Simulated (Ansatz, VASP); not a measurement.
## One calculation of LiH, two programs

```
Li H
1.0
     0.00000    1.91013    1.91013
     1.91013    0.00000    1.91013
     1.91013    1.91013    0.00000
Li H
1 1
Direct
  0.00000 0.00000 0.00000
  0.50000 0.50000 0.50000
```

Alike in both runs: task single point; functional LDA; k mesh 10 × 10 × 10; no spin polarisation.

|  | VASP | Ansatz |
| --- | --- | --- |
| version | VASP 6.6.1 | Ansatz 0.2.0 |
| potentials or method | VASP PAW LDA potentials, release 64 (Li_sv, H), cutoff 520 eV | scalar-relativistic, plane waves, PAW |
| occupations | gaussian, width 0.0680285 eV | gaussian |
| valence electrons in the cell | 4 | 4 |

```tsv
	VASP	Ansatz	Ansatz less VASP
gap on the k mesh at the Fermi level (eV)	2.45	2.46	+0.008
least direct gap on the mesh (eV)	2.45	2.46	+0.008
```

LDA's correlation is that of Perdew and Zunger in VASP and of Perdew and Wang (1992) in Ansatz.

Noted on VASP's run: the cutoff is short for stress, so the pressure is rough.
